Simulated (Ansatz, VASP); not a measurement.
**One calculation of N, two programs**

```
N
1.0
     9.00000    0.00000    0.00000
     0.00000    9.50000    0.00000
     0.00000    0.00000   10.00000
N
2
Direct
  0.50000 0.50000 0.44489
  0.50000 0.50000 0.55511
```

Alike in both runs: functional PBE; k mesh 1 × 1 × 1; occupations gaussian, width 0.02 eV; no spin polarisation.

Ansatz relaxed the structure, and its values are those at the end. VASP's run is a single point on that final structure, the one shown.

```csv
,VASP,Ansatz
version,VASP 6.6.1,Ansatz 0.2.0
potentials or method,"VASP PAW PBE potentials, release 64 (N), cutoff 520 eV","plane waves, PAW"
valence electrons in the cell,10,10
```

VASP gave:

```
rms of the force components (eV/Å) : 1.004
```

Q: What did Ansatz give for the same quantities?

A: rms of the force components (eV/Å): 0.001.

One of these differences is far larger than is usual between the two programs; its cause wasn't traced. Ansatz's warnings: force scf threshold loose, stress scf threshold loose.

Noted on VASP's run: the standard files for N, O and F lose accuracy on very short bonds.
